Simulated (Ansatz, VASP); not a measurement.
## Two plane-wave programs on Si7O16

```
Si O
1.0
    -4.15010   -4.15010    0.00000
     4.15010   -4.15010    0.00000
     0.00000    0.00000    5.31500
Si O
7 16
Direct
  0.49899 0.49886 0.99939
  0.99897 0.49873 0.24680
  0.49902 0.49886 0.49938
  0.99896 0.49866 0.75199
  0.49918 0.99876 0.24995
  0.99917 0.99877 0.49947
  0.49916 0.99877 0.74891
  0.19565 0.49874 0.99941
  0.99917 0.20481 0.26460
  0.80235 0.49874 0.99941
  0.99916 0.79276 0.26450
  0.19767 0.49873 0.49938
  0.99915 0.20471 0.73439
  0.80039 0.49871 0.49936
  0.99915 0.79265 0.73428
  0.68549 0.99883 0.99944
  0.49900 0.69292 0.25096
  0.31284 0.99888 0.99944
  0.49901 0.30470 0.25099
  0.69365 0.99881 0.49941
  0.49900 0.69293 0.74783
  0.30469 0.99883 0.49941
  0.49903 0.30472 0.74781
```

Alike in both runs: functional PBE; k mesh 2 × 2 × 2; occupations gaussian, width 0.02 eV; no spin polarisation.

Ansatz relaxed the structure, and its values are those at the end. VASP's run is a single point on that final structure, the one shown.

```csv
,VASP,Ansatz
version,VASP 6.6.1,Ansatz 0.2.0
potentials or method,"VASP PAW PBE potentials, release 64 (Si, O), cutoff 520 eV","scalar-relativistic, plane waves, PAW"
valence electrons in the cell,124,124
```

```csv
,VASP,Ansatz,Ansatz less VASP
rms of the force components (eV/Å),0.011,0.007,-0.0043
```

With one functional, cell and mesh, what is left measures potentials, basis and numerics.

The k mesh is coarse, so the values compare programs but aren't converged.
